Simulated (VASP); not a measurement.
Input of a VASP 6.6.1 run:

The input INCAR:

```
PREC     = Accurate       # precision mode
ENCUT    = 520            # plane-wave cutoff, eV
EDIFF    = 1E-6           # SCF threshold, eV
ISMEAR   = -1             # smearing method
SIGMA    = 0.05           # smearing width, eV
LREAL    = False          # projectors in reciprocal space
LASPH    = True           # aspherical terms in the spheres
NELM     = 100            # most SCF steps
ALGO     = Normal         # electronic algorithm
ISIF     = 2              # what is computed and relaxed
LWAVE    = False          # write WAVECAR
LCHARG   = False          # write CHGCAR
GGA      = B5             # functional
ALDAX    = 1.0          
AGGAX    = 1.0          
AGGAC    = 1.0          
ALDAC    = 0.0          
IVDW     = 13             # dispersion correction
VDW_S6   = 1.0          
VDW_S8   = 2.34076671   
VDW_A1   = 0.44488865   
VDW_A2   = 4.0933009    
NBANDS   = 13             # bands
```

File KPOINTS:

```
Automatic mesh
0
Gamma
  9 9 9
```

File POSCAR:

```
Pb
1.0
    0.0000000000      2.5085611190      2.5085611190
    2.5085611190      0.0000000000      2.5085611190
    2.5085611190      2.5085611190      0.0000000000
Pb
1
Direct
    0.0000000000      0.0000000000      0.0000000000
```

Potentials or basis: VASP PAW PBE potentials, release 64 (Pb_d).

Command:

```sh
$ cat potpaw_PBE.64/Pb_d/POTCAR > POTCAR
$ mpirun -np 1 vasp_std > vasp.out
```

(1) Predict the dispersion energy per atom.

(2) Estimate the pressure.

(3) Predict the band gap on the k mesh.

## Answers

(1) -0.760 eV.

(2) 0.1 GPa.

(3) zero (bands 7 and 8 overlap by 8.34 eV).

Caveat: the PAW data sets were made with another functional, which shifts forces and pressure a little; spin-orbit coupling is left out, which moves the levels of the heavy elements.
